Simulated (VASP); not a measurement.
Set up this calculation in VASP 6.6.1, as the native input.

* Task: single point
* Functional: r2SCAN
* Potentials or basis: VASP PAW PBE potentials, release 64 (Ba_sv, F)
* Cutoff: 660 eV
* k mesh: 6 × 6 × 6
* Occupations: gaussian, width 0.02 eV
* Spin: no spin polarisation
* Dipole correction: no
* Further INCAR settings: ALGO = Normal; EDIFF = 1e-06; NBANDS = 19

BaF2 (Frankdicksonite):

```
Ba F
1.0
     0.00000    2.96815    2.96815
     2.96815    0.00000    2.96815
     2.96815    2.96815    0.00000
Ba F
1 2
Direct
  0.00000 0.00000 0.00000
  0.25000 0.25000 0.25000
  0.75000 0.75000 0.75000
```

This cell differs from its parent crystal: volume scaled by 0.88.

The input as run:

POSCAR

```
BaF2
1.0
    0.0000000000      2.9681514028      2.9681514028
    2.9681514028      0.0000000000      2.9681514028
    2.9681514028      2.9681514028      0.0000000000
Ba F
1 2
Direct
    0.0000000000      0.0000000000      0.0000000000
    0.2500000000      0.2500000000      0.2500000000
    0.7500000000      0.7500000000      0.7500000000
```

INCAR.step1

```
SYSTEM = BaF2
PREC     = Accurate       ! precision mode
ENCUT    = 660            ! plane-wave cutoff, eV
ISMEAR   = 0              ! smearing method
SIGMA    = 0.02           ! smearing width, eV
LREAL    = .FALSE.        ! projectors in reciprocal space
LASPH    = .TRUE.         ! aspherical terms in the spheres
NELM     = 120            ! most SCF steps
NBANDS   = 19             ! bands
GGA      = PE             ! functional
ALGO     = Normal         ! electronic algorithm
EDIFF    = 1E-5           ! SCF threshold, eV
LWAVE    = .TRUE.         ! write WAVECAR
LCHARG   = .FALSE.        ! write CHGCAR
GGA_COMPAT= .FALSE.
```

INCAR.step2

```
SYSTEM = BaF2
PREC     = Accurate       ! precision mode
ENCUT    = 660            ! plane-wave cutoff, eV
EDIFF    = 1E-6           ! SCF threshold, eV
ISMEAR   = 0              ! smearing method
SIGMA    = 0.02           ! smearing width, eV
LREAL    = .FALSE.        ! projectors in reciprocal space
LASPH    = .TRUE.         ! aspherical terms in the spheres
NELM     = 120            ! most SCF steps
ALGO     = Normal         ! electronic algorithm
ISIF     = 2              ! what is computed and relaxed
LWAVE    = .FALSE.        ! write WAVECAR
LCHARG   = .FALSE.        ! write CHGCAR
METAGGA  = R2SCAN         ! meta-GGA
LMIXTAU  = .TRUE.       
NBANDS   = 19             ! bands
ISTART   = 1            
GGA_COMPAT= .FALSE.
```

KPOINTS

```
regular mesh
0
G
  6 6 6
  0 0 0
```

Potentials or basis: VASP PAW PBE potentials, release 64 (Ba_sv, F).

Launch:

```console
$ cat potpaw_PBE.64/Ba_sv/POTCAR potpaw_PBE.64/F/POTCAR > POTCAR
$ cp INCAR.step1 INCAR
$ mpirun -np 1 vasp_std > vasp.out
$ cp INCAR.step2 INCAR
$ mpirun -np 1 vasp_std > vasp.out
```

Results of the run:

The pressure is 12.3 GPa and the band gap on the k mesh is 7.89 eV, indirect (least direct gap 8.04 eV).

Caveat: the PAW data sets were made with another functional, which shifts forces and pressure a little; spin-orbit coupling is left out, which moves the levels of the heavy elements.

Run time: 40 s on 1 thread of Intel(R) Xeon(R) 6975P-C (Granite Rapids) (shared host), peak memory 0.22 GiB.
